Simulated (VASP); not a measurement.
# Be3Zn2Se5 in VASP: notebook

Runs on Be3Zn2Se5. Level: PBE. Tasks: single point.

Program: VASP 6.6.1. These are calculated values, not measurements. Logs are shortened: lines on timing, memory, paths and dates and some standing lists are left out, and cuts for length are marked.

**1. The cell of the first run**

It takes space group Imm2 (No. 44, orthorhombic). Conventional cell: a = 3.806 Å, b = 19.180 Å, c = 5.388 Å, α = 90.00°, β = 90.00°, γ = 90.00°. Be (site symmetry m) has 4 Se at 2.23 to 2.29 Å within 3.0 Å. Be (site symmetry mm2) has 4 Se at 2.25 to 2.30 Å within 3.0 Å. Within 3.2 Å of Zn (site symmetry m) lie 4 Se at 2.43 to 2.46 Å. Within 3.0 Å of Se (site symmetry m) lie 1 Be at 2.23 Å and 3 Zn at 2.43 to 2.46 Å. Within 3.0 Å of Se (site symmetry m) lie 3 Be at 2.25 to 2.29 Å and 1 Zn at 2.46 Å. Within 3.0 Å of Se (site symmetry mm2) lie 4 Be at 2.27 to 2.30 Å.

**2. Single point, PBE**

INCAR reads:

```
PREC     = Accurate       # precision mode
ENCUT    = 520            # plane-wave cutoff, eV
EDIFF    = 1E-6           # SCF threshold, eV
ISMEAR   = 0              # smearing method
SIGMA    = 0.1            # smearing width, eV
LREAL    = False          # projectors in reciprocal space
LASPH    = True           # aspherical terms in the spheres
NELM     = 80             # most SCF steps
ALGO     = Normal         # electronic algorithm
ISIF     = 2              # what is computed and relaxed
LWAVE    = False          # write WAVECAR
LCHARG   = False          # write CHGCAR
GGA      = PE             # functional
NBANDS   = 41             # bands
```

KPOINTS reads:

```
regular mesh
0
Gamma
  4 4 4
```

POSCAR reads:

```
Be3Zn2Se5
1.0
   -3.8062218000      0.0000000000      0.0000000000
    0.0000000000      0.0000000000      5.3884978000
    1.9031109000      9.5900176000     -2.6942489000
Be Zn Se
3 2 5
Direct
    0.5926135000      0.5901845000      0.1852270000
    0.0000000000      0.9936200000      0.0000000000
    0.4073865000      0.4049575000      0.8147730000
    0.8043935000      0.8044875000      0.6087870000
    0.1956065000      0.1957005000      0.3912130000
    0.6917865000      0.4726255000      0.3835730000
    0.9084475000      0.6406895000      0.8168950000
    0.0915525000      0.8237945000      0.1831050000
    0.3082135000      0.0890525000      0.6164270000
    0.5000000000      0.2348890000      0.0000000000
```

Potentials or basis: VASP PAW PBE potentials, release 64 (Be, Zn, Se).

Run with:

```bash
> cat potpaw_PBE.64/Be/POTCAR potpaw_PBE.64/Zn/POTCAR potpaw_PBE.64/Se/POTCAR > POTCAR
> mpirun -np 1 vasp_std > vasp.out
```

OUTCAR:

```text
PREC = Accurate
   ENCUT = 520
   EDIFF = 1E-6
   ISMEAR = 0
   LREAL = False
   LASPH = True
   NELM = 80
   ISIF = 2
   GGA = PE

 ion  position               nearest neighbor table
   1  0.593  0.590  0.185-   6 2.23  10 2.27   8 2.29   8 2.29
   2  0.000  0.994  0.000-   7 2.25   8 2.25  10 2.30  10 2.30
   3  0.407  0.405  0.815-   9 2.23  10 2.27   7 2.29   7 2.29
   4  0.804  0.804  0.609-   9 2.43   9 2.43   6 2.46   7 2.46
   5  0.196  0.196  0.391-   6 2.43   6 2.43   9 2.46   8 2.46
   6  0.692  0.473  0.384-   1 2.23   5 2.43   5 2.43   4 2.46
   7  0.908  0.641  0.817-   2 2.25   3 2.29   3 2.29   4 2.46
   8  0.092  0.824  0.183-   2 2.25   1 2.29   1 2.29   5 2.46
   9  0.308  0.089  0.616-   3 2.23   4 2.43   4 2.43   5 2.46
  10  0.500  0.235  0.000-   1 2.27   3 2.27   2 2.30   2 2.30

  LATTYP: Found a body centered orthorhombic cell.
 ALAT       =     3.8062218000
 B/A-ratio  =     1.4157077761
 C/A-ratio  =     5.0391270419

  Lattice vectors:

 A1 = (  -1.9031109000,  -9.5900176000,   2.6942489000)
 A2 = (   1.9031109000,  -9.5900176000,  -2.6942489000)
 A3 = (   1.9031109000,   9.5900176000,   2.6942489000)

Analysis of symmetry for initial positions (statically):
=====================================================================
 Subroutine PRICEL returns:
 Original cell was already a primitive cell.

 Routine SETGRP: Setting up the symmetry group for a
 body centered orthorhombic supercell.

 Subroutine GETGRP returns: Found  4 space group operations
 (whereof  4 operations were pure point group operations)
 out of a pool of  8 trial point group operations.

The static configuration has the point symmetry C_2v.

Analysis of symmetry for dynamics (positions and initial velocities):
=====================================================================
 Subroutine PRICEL returns:
 Original cell was already a primitive cell.

 Routine SETGRP: Setting up the symmetry group for a
 body centered orthorhombic supercell.

 Subroutine GETGRP returns: Found  4 space group operations
 (whereof  4 operations were pure point group operations)
 out of a pool of  8 trial point group operations.

The dynamic configuration has the point symmetry C_2v.

 Subroutine INISYM returns: Found  4 space group operations
 (whereof  4 operations are pure point group operations),
 and found     1 'primitive' translations

----------------------------------------------------------------------------------------

                                     Primitive cell

  volume of cell :     196.6895

  direct lattice vectors                    reciprocal lattice vectors
    -3.806221800  0.000000000  0.000000000    -0.262727726  0.052137548  0.000000000
     0.000000000  0.000000000  5.388497800     0.000000000  0.052137548  0.185580478
     1.903110900  9.590017600 -2.694248900     0.000000000  0.104275095  0.000000000

  length of vectors
     3.806221800  5.388497800 10.141461719     0.267851045  0.192765240  0.104275095

  position of ions in fractional coordinates (direct lattice)
     0.592613500  0.590184500  0.185227000
     0.000000000  0.993620000  0.000000000
     0.407386500  0.404957500  0.814773000
     0.804393500  0.804487500  0.608787000
     0.195606500  0.195700500  0.391213000
     0.691786500  0.472625500  0.383573000
     0.908447500  0.640689500  0.816895000
     0.091552500  0.823794500  0.183105000
     0.308213500  0.089052500  0.616427000
     0.500000000  0.234889000  0.000000000

  ion indices of the primitive-cell ions
   primitive index   ion index
                 1           1
                 2           2
                 3           3
                 4           4
                 5           5
                 6           6
                 7           7
                 8           8
                 9           9
                10          10

----------------------------------------------------------------------------------------

 KPOINTS: regular mesh

Automatic generation of k-mesh.
 Grid dimensions read from file:
 generate k-points for:    4    4    4

 Generating k-lattice:

  Cartesian coordinates                     Fractional coordinates (reciprocal lattice)
    -0.065681932  0.013034387  0.000000000     0.250000000  0.000000000 -0.000000000
     0.000000000  0.013034387  0.046395120     0.000000000  0.250000000 -0.000000000
     0.000000000  0.026068774  0.000000000     0.000000000  0.000000000  0.250000000

  Length of vectors
     0.066962761  0.048191310  0.026068774

  Shift w.r.t. Gamma in fractional coordinates (k-lattice)
     0.000000000  0.000000000  0.000000000

 Subroutine IBZKPT returns following result:
 ===========================================

 Found     18 irreducible k-points:

 Following reciprocal coordinates:
            Coordinates               Weight
  0.000000  0.000000  0.000000      1.000000
  0.250000  0.000000  0.000000      4.000000
  0.500000  0.000000  0.000000      2.000000
  0.000000  0.250000 -0.000000      4.000000
  0.250000  0.250000 -0.000000      8.000000
  0.500000  0.250000  0.000000      8.000000
[... 10 lines left out ...]
  0.500000  0.500000  0.250000      2.000000
  0.000000  0.000000  0.500000      1.000000
   k-points           NKPTS =     18   k-points in BZ     NKDIM =     18   number of bands    NBANDS=     41
   number of dos      NEDOS =    301   number of ions     NIONS =     10
   total plane-waves  NPLWV =  89600
   dimension x,y,z NGX =    28 NGY =   40 NGZ =   80
   dimension x,y,z NGXF=    56 NGYF=   80 NGZF=  160
   ions per type =               3   2   5
   NGX,Y,Z   is equivalent  to a cutoff of  12.23, 12.34, 13.11 a.u.
   NGXF,Y,Z  is equivalent  to a cutoff of  24.46, 24.68, 26.23 a.u.
 SYSTEM =  unknown system
   PREC   = accura    normal or accurate (medium, high low for compatibility)
   ISTART =      0    job   : 0-new  1-cont  2-samecut
   ICHARG =      2    charge: 1-file 2-atom 10-const
   ISPIN  =      1    spin polarized calculation?
   LNONCOLLINEAR =      F non collinear calculations
   LSORBIT =      F    spin-orbit coupling
   LASPH  =      T    aspherical Exc in radial PAW
   ENCUT  =  520.0 eV  38.22 Ry    6.18 a.u.   7.08 10.02 18.86*2*pi/ulx,y,z
   NELM   =     80;   NELMIN=  2; NELMDL= -5     # of ELM steps
   EDIFF  = 0.1E-05   stopping-criterion for ELM
   LREAL  =      F    real-space projection
   EDIFFG = 0.1E-04   stopping-criterion for IOM
   NSW    =      0    number of steps for IOM
   IBRION =     -1    ionic relax: 0-MD 1-quasi-New 2-CG
   NFREE  =      0    steps in history (QN), initial steepest desc. (CG)
   ISIF   =      2    stress and relaxation
   ISYM   =      2    0-nonsym 1-usesym 2-fastsym
   POTIM  = 0.5000    time-step for ionic-motion
   TEBEG  =    0.0;   TEEND  =   0.0 temperature during run
   PSTRESS=    0.0 pullay stress
   NELECT =      60.0000    total number of electrons
   NUPDOWN=      -1.0000    fix difference up-down
   EMIN   =  10.00;   EMAX   =-10.00  energy-range for DOS
   EFERMI =   0.00;   METHOD = LEGACY
   ISMEAR =     0;   SIGMA  =   0.10  broadening in eV -4-tet -1-fermi 0-gaus
   EFERMI_NEDOS =   21; number of points for ismear=-14 and -15
   IALGO  =     38    algorithm
   IMIX   =      4    mixing-type and parameters
     AMIX     =   0.40;   BMIX     =  1.00
     AMIX_MAG =   1.60;   BMIX_MAG =  1.00
  volume/ion in A,a.u.               =      19.67       132.73
  Fermi-wavevector in a.u.,A,eV,Ry     =   1.102042  2.082558 16.524231  1.214497
  Thomas-Fermi vector in A             =   2.238479
   LORBIT       =      0    0 simple, 1 ext, 2 COOP (PROOUT), +10 PAW based schemes
   GGA     = PE    functional components
   LHFCALC =     F    Hartree Fock is set to
   AEXX    =    0.0000 exact exchange contribution
   IVDW    =     0    specifies the selected vdW correction
   LEPSILON=     F    determine dielectric tensor
   LRPA    =     F    only Hartree local field effects (RPA)
 non-spin polarized calculation
 Gauss-broadening in eV      SIGMA  =   0.10
  energy-cutoff  :      520.00
  volume of cell :      196.69
 maximum number of plane-waves:      5328
   NGX = 15   NGY = 21   NGZ = 37

 number of electron      60.0000032 magnetization

 Free energy of the ion-electron system (eV)
  ---------------------------------------------------
  ext. energy  EPLUGINS =         0.00000000
  ---------------------------------------------------
  free energy    TOTEN  =       -38.32043373 eV

  energy without entropy =      -38.32043373  energy(sigma->0) =      -38.32043373

 E-fermi :   3.0824     XC(G=0):  -9.3227

 val. band max:        2.6145911096   @ k =   0.0000   0.0000   0.5000
 cond. band min:       4.9759390360   @ k =   0.0000   0.0000   0.5000
 fundamental gap:      2.3613479265
 Fermi energy:         3.0824024130

 k-point     1 :       0.0000    0.0000    0.0000
  band No.  band energies     occupation
      1     -11.0450      2.00000
      2     -10.3273      2.00000
      3     -10.2530      2.00000
      4      -9.6172      2.00000
      5      -9.6078      2.00000
      6      -3.9943      2.00000
[... 33 lines left out ...]
     40       8.3304      0.00000
     41       8.6344      0.00000

 k-point     2 :       0.2500    0.0000    0.0000
  band No.  band energies     occupation
      1     -10.7114      2.00000
      2     -10.1761      2.00000
      3      -9.9341      2.00000
      4      -9.6135      2.00000
      5      -9.5914      2.00000
      6      -3.9931      2.00000
[... 693 lines left out ...]
     40       8.7184      0.00000
     41       8.7771      0.00000

 k-point    18 :       0.0000    0.0000    0.5000
  band No.  band energies     occupation
      1     -10.9042      2.00000
      2     -10.7393      2.00000
      3      -9.8334      2.00000
      4      -9.7551      2.00000
      5      -9.6080      2.00000
      6      -3.9778      2.00000
[... 33 lines left out ...]
     40       8.5733      0.00000
     41       8.7098      0.00000

------------------------ aborting loop because EDIFF is reached ----------------------------------------

  FORCE on cell =-STRESS in cart. coord.  units (eV):
  Direction    XX          YY          ZZ          XY          YZ          ZX
  --------------------------------------------------------------------------------------
  -------------------------------------------------------------------------------------
  Total        0.6815554      0.1881569      0.1054025      0.0000000      0.0000000      0.0000000
  in kB        5.5517583      1.5326730      0.8585792      0.0000000      0.0000000      0.0000000
  external PRESSURE =       2.6476702 kB  Pullay stress =       0.0000000 kB

 VOLUME and BASIS-vectors are now :
 -----------------------------------------------------------------------------
  energy-cutoff  :      520.00
  volume of cell :      196.69
      direct lattice vectors                 reciprocal lattice vectors
    -3.806221800  0.000000000  0.000000000    -0.262727726  0.052137548  0.000000000
     0.000000000  0.000000000  5.388497800     0.000000000  0.052137548  0.185580478
     1.903110900  9.590017600 -2.694248900     0.000000000  0.104275095  0.000000000

 POSITION                                       TOTAL-FORCE (eV/Angst)
 -----------------------------------------------------------------------------------
     -1.90311      1.77633      2.68116         0.000000      0.000343      0.009248
      0.00000      0.00000      5.35412        -0.000000      0.000000      0.012918
      0.00000      7.81369     -0.01309        -0.000000     -0.000343      0.009248
     -1.90311      5.83828      2.69476         0.000000     -0.001027     -0.012506
      0.00000      3.75174      0.00051         0.000000      0.001027     -0.012506
     -1.90311      3.67847      1.51330        -0.000000     -0.008791      0.018601
     -1.90311      7.83404      1.25144        -0.000000      0.007449     -0.016843
      0.00000      1.75598      3.94568         0.000000     -0.007449     -0.016843
      0.00000      5.91155     -1.18095         0.000000      0.008791      0.018601
     -1.90311      0.00000      1.26570         0.000000      0.000000     -0.009917
 -----------------------------------------------------------------------------------
    total drift:                                0.000001      0.000015      0.000072

  FREE ENERGIE OF THE ION-ELECTRON SYSTEM (eV)
  ---------------------------------------------------
  free  energy   TOTEN  =       -38.3204337257 eV

  energy  without entropy=      -38.3204337257  energy(sigma->0) =      -38.32043373
```

It took 3.1 min on 1 thread of Intel Xeon Platinum 8488C (Sapphire Rapids), shared host; peak memory 0.35 GiB.

What came out:

* Free energy: -38.3204 eV
* Pressure: 0.3 GPa
* Largest force: 0.021 eV/Å
* Band gap on the k mesh: 2.36 eV

Forces in eV/Å, atoms in the order of the input:
```
Be   0.000  0.000  0.009
Be   0.000  0.000  0.013
Be   0.000  0.000  0.009
Zn   0.000 -0.001 -0.013
Zn   0.000  0.001 -0.013
Se   0.000 -0.009  0.019
Se   0.000  0.007 -0.017
Se   0.000 -0.007 -0.017
Se   0.000  0.009  0.019
Se   0.000  0.000 -0.010
```

Stress tensor (GPa, compression positive):
```
0.56 0.00 0.00
0.00 0.15 0.00
0.00 0.00 0.09
```

Levels at points of the mesh, in eV from the valence-band top:
| k point | band 27 | band 28 | band 29 | band 30 | band 31 | band 32 | band 33 | band 34 |
| --- | --- | --- | --- | --- | --- | --- | --- | --- |
| (0.00, 0.00, 0.00) | -0.75 | -0.29 | -0.26 | -0.02 | 2.39 | 2.97 | 3.57 | 4.21 |
| (0.50, 0.00, 0.00) | -2.45 | -2.24 | -1.58 | -1.41 | 2.57 | 3.34 | 3.42 | 3.55 |
| (0.00, 0.50, 0.00) | -1.19 | -1.04 | -0.78 | -0.73 | 3.12 | 3.34 | 3.83 | 3.95 |
| (0.50, 0.50, 0.00) | -1.70 | -1.50 | -1.15 | -1.15 | 2.93 | 3.93 | 4.53 | 5.14 |
| (0.00, 0.00, 0.50) | -0.97 | -0.95 | -0.55 | 0.00 | 2.36 | 3.41 | 3.45 | 3.82 |

Caveat: the k points lie up to 0.42 Å⁻¹ apart. A k mesh can miss the band edges.

(Continued in part 2 of 2.)
